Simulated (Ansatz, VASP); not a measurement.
## Two plane-wave programs on C

```
C
1.0
     3.41703    0.00000    0.00000
    -1.70851    2.95923    0.00000
     0.00000    0.00000    1.27588
C
1
Direct
  0.00000 0.00000 0.00000
```

Alike in both runs: task relaxation of cell and atoms; functional r2SCAN; k mesh 18 × 18 × 42; occupations gaussian, width 0.1 eV; no spin polarisation.

|  | VASP | Ansatz |
| --- | --- | --- |
| version | VASP 6.6.1 | Ansatz 0.2.0 |
| potentials or method | VASP PAW PBE potentials, release 64 (C), cutoff 600 eV | scalar-relativistic, plane waves, PAW |
| valence electrons in the cell | 4 | 4 |

|  | VASP | Ansatz | Ansatz less VASP |
| --- | --- | --- | --- |
| gap on the k mesh at the Fermi level, each at its own relaxed structure (eV) | none | none | - |
| relaxed volume (Å³/atom) | 14.04 | 15.90 | +1.854 |
| relaxed cell length with the largest relative difference (Å) | 3.567 | 3.795 | +0.2285 |

VASP's potentials were made for PBE, not for r2SCAN. A gap of «none» marks a metal or a gap that the smearing closes. One of these differences is far larger than is usual between the two programs; its cause wasn't traced.
